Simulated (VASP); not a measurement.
A run of VASP 6.6.1 is set up as follows.

The input INCAR:

```
ALGO = Normal
EDIFF = 1E-6
ENCUT = 520
GGA = PE
ISIF = 2
ISMEAR = 0
ISYM = 0
LASPH = True
LCHARG = True
LELF = True
LREAL = Auto
LVHAR = True
LWAVE = False
NBANDS = 106
NELM = 80
PREC = Accurate
SIGMA = 0.1
```

The input KPOINTS:

```
Automatic mesh
0
Gamma
  2 2 2
  0.5 0.5 0.5
```

Contents of POSCAR:

```
Zn2GaCu5Ge2Se10
1.0
    2.8636506478      2.8635333140      5.6484556609
   -2.8603062300     -2.8394191565      5.6347263732
    8.5738278621     -5.6839803720      2.8112467431
Cu Zn Ga Ge Se
5 2 1 2 10
Direct
    0.1995518546      1.0035698558      0.5905590371
    0.0855073674      0.4994943082      0.7986058632
    0.3928054863     -0.0083972875      0.2052014212
    0.2950625953      0.5125519105      0.4048055008
    0.8142902633      1.0024127590      0.4045242397
   -0.0130843639      0.9857862737      0.0022680257
    0.7309727117      0.5046689331      0.5914657616
    0.4913578676      0.4958006978      1.0006640965
    0.6169549923      0.9891958230      0.7909092217
    0.8926588614      0.5081720433      0.2091970205
    0.5671073253      0.8846147328      0.5918416042
    0.4645518949      0.3802808294      0.7953929004
    0.9944621428      0.8676612449      0.7918103672
    0.3741777188      0.8761636224      0.0026487697
    0.7608964343      0.8858862567      0.2107398376
    0.6652785424      0.3712583947      0.4018176751
    0.1782564034      0.8763494733      0.3992508410
    0.0916311088      0.3716358249      0.5976177853
    0.8735931402      0.3755493832      1.0008227661
    0.2818255888      0.3648432156      0.2044672512
```

Potentials or basis: VASP PAW PBE potentials, release 64 (Cu, Zn, Ga_d, Ge_d, Se).

Command:

```sh
$ cat potpaw_PBE.64/Cu/POTCAR potpaw_PBE.64/Zn/POTCAR potpaw_PBE.64/Ga_d/POTCAR potpaw_PBE.64/Ge_d/POTCAR potpaw_PBE.64/Se/POTCAR > POTCAR
$ mpirun -np 1 vasp_std > vasp.out
```

**Question.** Estimate the largest force.

**Answer.** 0.034 eV/Å.

**Question.** What does it give for the band gap on the k mesh?

**Answer.** 0.08 eV (least direct gap 0.09 eV).

**Question.** Predict the pressure.

**Answer.** 0.1 GPa.

Forces in eV/Å, atoms in the order of the input:
```
Cu  -0.004 -0.001 -0.004
Cu  -0.009 -0.005  0.003
Cu  -0.009  0.007 -0.013
Cu   0.001 -0.001  0.003
Cu  -0.005  0.001  0.004
Zn  -0.003 -0.011 -0.006
Zn  -0.013 -0.006 -0.001
Ga   0.005  0.010 -0.006
Ge   0.020 -0.006  0.000
Ge  -0.018 -0.004  0.005
Se   0.032 -0.008  0.005
Se   0.026  0.014 -0.010
Se  -0.006 -0.010 -0.003
Se  -0.027  0.007  0.004
Se   0.011  0.011 -0.014
Se  -0.008  0.010  0.024
Se  -0.001  0.001  0.014
Se   0.018  0.012  0.006
Se   0.008 -0.015 -0.002
Se  -0.020 -0.008 -0.009
```

Caveat: semilocal functionals underestimate gaps, and a narrow one can read as zero; a shifted mesh leaves out Γ, where band edges can lie. A k mesh can miss the band edges.
